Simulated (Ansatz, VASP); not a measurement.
**SiO2: VASP beside Ansatz**

```xyz
9
Lattice="5.0387 0.0000 0.0000 -2.5193 4.3636 0.0000 0.0000 0.0000 5.6077" Properties=species:S:1:pos:R:3 pbc="T T T"
Si   -1.2597    2.1818    1.8692
Si    1.2597    2.1818    3.7385
Si    2.5193    0.0000    0.0000
O     0.9488    3.4569    4.6731
O     2.5193    2.5501    2.8039
O     3.4681    0.9068    0.9346
O     1.5706    0.9068    4.6731
O     0.0000    1.8136    2.8039
O    -0.9488    3.4569    0.9346
```

Change from the starting cell: strain +0.000 along x and y, +0.015 along z, atoms carried along.

Alike in both runs: task single point; functional LDA; k mesh 6 × 6 × 4; occupations gaussian, width 0.05 eV; no spin polarisation.

```csv
,VASP,Ansatz
version,VASP 6.6.1,Ansatz 0.2.0
potentials or method,"VASP PAW LDA potentials, release 64 (Si, O), cutoff 520 eV","scalar-relativistic, plane waves, PAW"
valence electrons in the cell,48,48
```

```tsv
	VASP	Ansatz	Ansatz less VASP
gap on the k mesh at the Fermi level (eV)	5.40	5.40	+0.002
least direct gap on the mesh (eV)	5.56	5.56	-0.001
pressure (GPa)	-2.2	-2.8	-0.56
traceless stress, the component that is largest in VASP (GPa)	-0.69	-0.75	-0.052
rms of the force components (eV/Å)	0.043	0.047	+0.0036
```

LDA's correlation is that of Perdew and Zunger in VASP and of Perdew and Wang (1992) in Ansatz. Atom by atom the forces differ by 0.004 eV/Å (rms over components).
